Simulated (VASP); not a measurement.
# ZrC2: single point with PBE

Crystal: ZrC2.

```
Zr C
1.0
     3.20945    0.00000    0.00000
    -1.60472    2.77946    0.00000
     0.00000    0.00000    3.29373
Zr C
1 2
Direct
  0.00000 0.00000 0.00000
  0.33333 0.66667 0.50000
  0.66667 0.33333 0.50000
```

This cell differs from its parent crystal: atoms taken out.

```json
{
 "Program": "VASP 6.6.1",
 "Task": "single point",
 "Functional": "PBE",
 "Potentials or basis": "VASP PAW PBE potentials, release 64 (Zr_sv, C)",
 "Cutoff": "520 eV",
 "k mesh": "18 × 18 × 14",
 "Occupations": "gaussian, width 0.1 eV",
 "Spin": "no spin polarisation"
}
```

- Pressure: 0.2 GPa
- Band gap on the k mesh: zero (bands 10 and 11 overlap by 4.35 eV)

Stress tensor (GPa, compression positive):
```
0.20 0.00 0.00
0.00 0.20 0.00
0.00 0.00 0.28
```

Levels at points of the mesh, in eV from the Fermi level:
```csv
k point,band 6,band 7,band 8,band 9,band 10,band 11,band 12,band 13,band 14,band 15
"(0.00, 0.00, 0.00)",-5.77,-5.77,-4.31,-3.17,-2.93,1.88,1.88,2.87,2.87,3.00
"(0.50, 0.00, 0.00)",-12.56,-6.19,-5.34,-4.35,-0.61,1.90,2.64,3.14,3.62,5.26
"(0.00, 0.00, 0.50)",-8.59,-4.63,-4.63,-2.04,-1.90,-1.90,-0.03,-0.03,1.01,2.11
"(0.50, 0.00, 0.50)",-10.99,-7.51,-5.79,-4.25,-0.44,3.90,4.26,5.03,5.26,6.42
```

Wall time 44 s on 1 thread of AMD EPYC 9R45 96-Core Processor (Zen 5) (shared host), peak memory 0.22 GiB.

Caveat: the cell differs from its parent crystal (atoms taken out).
